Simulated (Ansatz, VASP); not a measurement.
## CuGeN in VASP and in Ansatz

```
Cu Ge N
1.0
     3.73506    0.00000    0.00000
     0.00000    3.73506    0.00000
     0.00000    0.00000    6.17441
Cu Ge N
2 2 2
Direct
  0.00000 0.50000 0.93232
  0.50000 0.00000 0.06768
  0.50000 0.00000 0.46413
  0.00000 0.50000 0.53587
  0.50000 0.50000 0.00000
  0.00000 0.00000 0.00000
```

Alike in both runs: task single point; functional r2SCAN; dispersion rVV10; k mesh 8 × 8 × 6; occupations fermi-dirac, width 0.03 eV; no spin polarisation.

```csv
,VASP,Ansatz
version,VASP 6.6.1,Ansatz 0.2.0
potentials or method,"VASP PAW PBE potentials, release 64 (Cu, Ge_d, N)","plane waves, PAW"
plane-wave cutoff (eV),520,500
valence electrons in the cell,60,76
```

|  | VASP | Ansatz | Ansatz less VASP |
| --- | --- | --- | --- |
| pressure (GPa) | 0.7 | 0.3 | -0.42 |
| traceless stress, the component that is largest in VASP (GPa) | -1.11 | -0.58 | +0.528 |
| rms of the force components (eV/Å) | 0.032 | 0.018 | -0.0141 |

VASP's potentials were made for PBE, not for r2SCAN. Atom by atom the forces differ by 0.014 eV/Å (rms over components). VASP's potentials hold 60 valence electrons a cell and Ansatz's 76, so a difference there can come from the potentials and not from the codes.
